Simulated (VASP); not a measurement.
# SnTe (F-43m) in VASP: single point with LDA

Aim: the single point of SnTe with LDA.

All numbers are computed with VASP 6.6.1; they aren't measurements. Logs are shortened: lines on timing, memory, paths and dates and some standing lists are left out, and cuts for length are marked.

## (1) The cell of the first run

The structure is cubic, space group F-43m (No. 216). Conventional cell: a = 7.222 Å, b = 7.222 Å, c = 7.222 Å, α = 90.00°, β = 90.00°, γ = 90.00°. Sn (site symmetry -43m) has 4 Te at 3.13 Å within 4.1 Å. Within 4.1 Å of Te (site symmetry -43m) lie 4 Sn at 3.13 Å.

## (2) Single point, LDA

File INCAR:

```
SYSTEM = SnTe
ALGO = Normal
EDIFF = 1E-6
ENCUT = 500
GGA_COMPAT = .FALSE.
ISIF = 2
ISMEAR = 0
LASPH = .TRUE.
LCHARG = .TRUE.
LELF = .TRUE.
LREAL = .FALSE.
LVHAR = .TRUE.
LWAVE = .FALSE.
NBANDS = 17
NELM = 120
PREC = Accurate
SIGMA = 0.01
```

File KPOINTS:

```
k-points
0
G
  4 4 4
  0 0 0
```

File POSCAR:

```
SnTe
1.0
    0.0000000000      3.6111500000      3.6111500000
    3.6111500000      0.0000000000      3.6111500000
    3.6111500000      3.6111500000      0.0000000000
Sn Te
1 1
Direct
    0.0000000000      0.0000000000      0.0000000000
    0.7500000000      0.7500000000      0.7500000000
```

Potentials or basis: VASP PAW LDA potentials, release 64 (Sn_d, Te).

Run with:

```sh
$ cat potpaw_LDA.64/Sn_d/POTCAR potpaw_LDA.64/Te/POTCAR > POTCAR
$ mpirun -np 1 vasp_std > vasp.out
```

OUTCAR:

```text
SYSTEM = SnTe
   EDIFF = 1E-6
   ENCUT = 500
   ISIF = 2
   ISMEAR = 0
   LASPH = .TRUE.
   LREAL = .FALSE.
   NELM = 120
   PREC = Accurate

 ion  position               nearest neighbor table
   1  0.000  0.000  0.000-   2 3.13   2 3.13   2 3.13   2 3.13
   2  0.750  0.750  0.750-   1 3.13   1 3.13   1 3.13   1 3.13

  LATTYP: Found a face centered cubic cell.
 ALAT       =     7.2223000000

  Lattice vectors:

 A1 = (   0.0000000000,   3.6111500000,   3.6111500000)
 A2 = (   3.6111500000,   0.0000000000,   3.6111500000)
 A3 = (   3.6111500000,   3.6111500000,   0.0000000000)

Analysis of symmetry for initial positions (statically):
=====================================================================
 Subroutine PRICEL returns:
 Original cell was already a primitive cell.

 Routine SETGRP: Setting up the symmetry group for a
 face centered cubic supercell.

 Subroutine GETGRP returns: Found 24 space group operations
 (whereof 24 operations were pure point group operations)
 out of a pool of 48 trial point group operations.

The static configuration has the point symmetry T_d .

Analysis of symmetry for dynamics (positions and initial velocities):
=====================================================================
 Subroutine PRICEL returns:
 Original cell was already a primitive cell.

 Routine SETGRP: Setting up the symmetry group for a
 face centered cubic supercell.

 Subroutine GETGRP returns: Found 24 space group operations
 (whereof 24 operations were pure point group operations)
 out of a pool of 48 trial point group operations.

The dynamic configuration has the point symmetry T_d .

 Subroutine INISYM returns: Found 24 space group operations
 (whereof 24 operations are pure point group operations),
 and found     1 'primitive' translations

----------------------------------------------------------------------------------------

                                     Primitive cell

  volume of cell :      94.1817

  direct lattice vectors                    reciprocal lattice vectors
     0.000000000  3.611150000  3.611150000    -0.138460047  0.138460047  0.138460047
     3.611150000  0.000000000  3.611150000     0.138460047 -0.138460047  0.138460047
     3.611150000  3.611150000  0.000000000     0.138460047  0.138460047 -0.138460047

  length of vectors
     5.106937306  5.106937306  5.106937306     0.239819837  0.239819837  0.239819837

  position of ions in fractional coordinates (direct lattice)
     0.000000000  0.000000000  0.000000000
     0.750000000  0.750000000  0.750000000

  ion indices of the primitive-cell ions
   primitive index   ion index
                 1           1
                 2           2

----------------------------------------------------------------------------------------

 KPOINTS: k-points

Automatic generation of k-mesh.
 Grid dimensions read from file:
 generate k-points for:    4    4    4

 Generating k-lattice:

  Cartesian coordinates                     Fractional coordinates (reciprocal lattice)
    -0.034615012  0.034615012  0.034615012     0.250000000  0.000000000  0.000000000
     0.034615012 -0.034615012  0.034615012     0.000000000  0.250000000  0.000000000
     0.034615012  0.034615012 -0.034615012     0.000000000  0.000000000  0.250000000

  Length of vectors
     0.059954959  0.059954959  0.059954959

  Shift w.r.t. Gamma in fractional coordinates (k-lattice)
     0.000000000  0.000000000  0.000000000

 Subroutine IBZKPT returns following result:
 ===========================================

 Found      8 irreducible k-points:

 Following reciprocal coordinates:
            Coordinates               Weight
  0.000000  0.000000  0.000000      1.000000
  0.250000  0.000000  0.000000      8.000000
  0.500000  0.000000  0.000000      4.000000
  0.250000  0.250000  0.000000      6.000000
  0.500000  0.250000  0.000000     24.000000
 -0.250000  0.250000  0.000000     12.000000
  0.500000  0.500000  0.000000      3.000000
 -0.250000  0.500000  0.250000      6.000000
   k-points           NKPTS =      8   k-points in BZ     NKDIM =      8   number of bands    NBANDS=     17
   number of dos      NEDOS =    301   number of ions     NIONS =      2
   total plane-waves  NPLWV =  64000
   dimension x,y,z NGX =    40 NGY =   40 NGZ =   40
   dimension x,y,z NGXF=    80 NGYF=   80 NGZF=   80
   ions per type =               1   1
   NGX,Y,Z   is equivalent  to a cutoff of  13.02, 13.02, 13.02 a.u.
   NGXF,Y,Z  is equivalent  to a cutoff of  26.04, 26.04, 26.04 a.u.
 SYSTEM =  SnTe
   PREC   = accura    normal or accurate (medium, high low for compatibility)
   ISTART =      0    job   : 0-new  1-cont  2-samecut
   ICHARG =      2    charge: 1-file 2-atom 10-const
   ISPIN  =      1    spin polarized calculation?
   LNONCOLLINEAR =      F non collinear calculations
   LSORBIT =      F    spin-orbit coupling
   LASPH  =      T    aspherical Exc in radial PAW
   ENCUT  =  500.0 eV  36.75 Ry    6.06 a.u.   9.31  9.31  9.31*2*pi/ulx,y,z
   NELM   =    120;   NELMIN=  2; NELMDL= -5     # of ELM steps
   EDIFF  = 0.1E-05   stopping-criterion for ELM
   LREAL  =      F    real-space projection
   EDIFFG = 0.1E-04   stopping-criterion for IOM
   NSW    =      0    number of steps for IOM
   IBRION =     -1    ionic relax: 0-MD 1-quasi-New 2-CG
   NFREE  =      0    steps in history (QN), initial steepest desc. (CG)
   ISIF   =      2    stress and relaxation
   ISYM   =      2    0-nonsym 1-usesym 2-fastsym
   POTIM  = 0.5000    time-step for ionic-motion
   TEBEG  =    0.0;   TEEND  =   0.0 temperature during run
   PSTRESS=    0.0 pullay stress
   NELECT =      20.0000    total number of electrons
   NUPDOWN=      -1.0000    fix difference up-down
   EMIN   =  10.00;   EMAX   =-10.00  energy-range for DOS
   EFERMI =   0.00;   METHOD = LEGACY
   ISMEAR =     0;   SIGMA  =   0.01  broadening in eV -4-tet -1-fermi 0-gaus
   EFERMI_NEDOS =   21; number of points for ismear=-14 and -15
   IALGO  =     38    algorithm
   IMIX   =      4    mixing-type and parameters
     AMIX     =   0.40;   BMIX     =  1.00
     AMIX_MAG =   1.60;   BMIX_MAG =  1.00
  volume/ion in A,a.u.               =      47.09       317.78
  Fermi-wavevector in a.u.,A,eV,Ry     =   0.976703  1.845702 12.979268  0.953949
  Thomas-Fermi vector in A             =   2.107343
   LORBIT       =      0    0 simple, 1 ext, 2 COOP (PROOUT), +10 PAW based schemes
   GGA     = CA    functional components
   LHFCALC =     F    Hartree Fock is set to
   AEXX    =    0.0000 exact exchange contribution
   IVDW    =     0    specifies the selected vdW correction
   LEPSILON=     F    determine dielectric tensor
   LRPA    =     F    only Hartree local field effects (RPA)
 non-spin polarized calculation
 Gauss-broadening in eV      SIGMA  =   0.01
  energy-cutoff  :      500.00
  volume of cell :       94.18
 maximum number of plane-waves:      2421
 NGX is ok and might be reduce to    40
   NGX = 19   NGY = 19   NGZ = 19

 number of electron      19.9999999 magnetization

 Free energy of the ion-electron system (eV)
  ---------------------------------------------------
  ext. energy  EPLUGINS =         0.00000000
  ---------------------------------------------------
  free energy    TOTEN  =        -8.00550998 eV

  energy without entropy =       -8.00498359  energy(sigma->0) =       -8.00524678

 E-fermi :   2.9303     XC(G=0):  -7.8136

 val. band max:        2.9227720305   @ k =  -0.2500   0.5000   0.2500
 cond. band min:       2.9342589919   @ k =   0.5000   0.5000   0.0000
 fundamental gap:      0.0114869614
 Fermi energy:         2.9302935098

 k-point     1 :       0.0000    0.0000    0.0000
  band No.  band energies     occupation
      1     -18.7865      2.00000
      2     -18.7865      2.00000
      3     -18.7865      2.00000
      4     -18.7761      2.00000
      5     -18.7761      2.00000
      6      -8.6595      2.00000
[... 9 lines left out ...]
     16       9.3574      0.00000
     17      10.3979      0.00000

 k-point     2 :       0.2500    0.0000    0.0000
  band No.  band energies     occupation
      1     -18.7872      2.00000
      2     -18.7858      2.00000
      3     -18.7858      2.00000
      4     -18.7760      2.00000
      5     -18.7760      2.00000
      6      -8.4207      2.00000
[... 9 lines left out ...]
     16       8.7402      0.00000
     17       9.9058      0.00000

 k-point     3 :       0.5000    0.0000    0.0000
  band No.  band energies     occupation
      1     -18.7878      2.00000
      2     -18.7851      2.00000
      3     -18.7851      2.00000
      4     -18.7759      2.00000
      5     -18.7759      2.00000
      6      -8.1246      2.00000
[... 9 lines left out ...]
     16       9.7444      0.00000
     17       9.7444      0.00000

 k-point     4 :       0.2500    0.2500    0.0000
  band No.  band energies     occupation
      1     -18.7882      2.00000
      2     -18.7851      2.00000
      3     -18.7851      2.00000
      4     -18.7764      2.00000
      5     -18.7756      2.00000
      6      -8.3355      2.00000
[... 9 lines left out ...]
     16       9.9615      0.00000
     17      11.6659      0.00000

 k-point     5 :       0.5000    0.2500    0.0000
  band No.  band energies     occupation
      1     -18.7887      2.00000
      2     -18.7846      2.00000
      3     -18.7844      2.00000
      4     -18.7764      2.00000
      5     -18.7756      2.00000
      6      -8.0241      2.00000
[... 9 lines left out ...]
     16      10.0218      0.00000
     17      10.8441      0.00000

 k-point     6 :      -0.2500    0.2500    0.0000
  band No.  band energies     occupation
      1     -18.7879      2.00000
      2     -18.7850      2.00000
      3     -18.7850      2.00000
      4     -18.7760      2.00000
      5     -18.7759      2.00000
      6      -8.1337      2.00000
[... 9 lines left out ...]
     16       9.6244      0.00000
     17      10.9103      0.00000

 k-point     7 :       0.5000    0.5000    0.0000
  band No.  band energies     occupation
      1     -18.7900      2.00000
      2     -18.7836      2.00000
      3     -18.7836      2.00000
      4     -18.7768      2.00000
      5     -18.7752      2.00000
      6      -7.9084      2.00000
[... 9 lines left out ...]
     16      11.0470      0.00000
     17      11.0470      0.00000

 k-point     8 :      -0.2500    0.5000    0.2500
  band No.  band energies     occupation
      1     -18.7888      2.00000
      2     -18.7848      2.00000
      3     -18.7837      2.00000
      4     -18.7764      2.00000
      5     -18.7756      2.00000
      6      -7.9053      2.00000
[... 9 lines left out ...]
     16      10.7225      0.00000
     17      10.7469      0.00000

------------------------ aborting loop because EDIFF is reached ----------------------------------------

  FORCE on cell =-STRESS in cart. coord.  units (eV):
  Direction    XX          YY          ZZ          XY          YZ          ZX
  --------------------------------------------------------------------------------------
  -------------------------------------------------------------------------------------
  Total       -1.3889623     -1.3889623     -1.3889623     -0.0000000      0.0000000     -0.0000000
  in kB      -23.6284072    -23.6284072    -23.6284072     -0.0000000      0.0000000     -0.0000000
  external PRESSURE =     -23.6284072 kB  Pullay stress =       0.0000000 kB

 VOLUME and BASIS-vectors are now :
 -----------------------------------------------------------------------------
  energy-cutoff  :      500.00
  volume of cell :       94.18
      direct lattice vectors                 reciprocal lattice vectors
     0.000000000  3.611150000  3.611150000    -0.138460047  0.138460047  0.138460047
     3.611150000  0.000000000  3.611150000     0.138460047 -0.138460047  0.138460047
     3.611150000  3.611150000  0.000000000     0.138460047  0.138460047 -0.138460047

 POSITION                                       TOTAL-FORCE (eV/Angst)
 -----------------------------------------------------------------------------------
      0.00000      0.00000      0.00000        -0.000000     -0.000000      0.000000
      5.41672      5.41672      5.41672         0.000000      0.000000     -0.000000
 -----------------------------------------------------------------------------------
    total drift:                                0.000000      0.000000      0.000000

  FREE ENERGIE OF THE ION-ELECTRON SYSTEM (eV)
  ---------------------------------------------------
  free  energy   TOTEN  =        -8.0055099760 eV

  energy  without entropy=       -8.0049835912  energy(sigma->0) =       -8.00524678
```

It took 26 s on 1 thread of Intel Xeon 8259CL, shared host; peak memory 0.2 GiB.

Results:

```
Free energy            : -8.0055 eV
Pressure               : -2.4 GPa
Band gap on the k mesh : 0.01 eV, indirect (least direct gap 0.73 eV)
```

Caveat: spin-orbit coupling is left out, which moves the levels of the heavy elements.
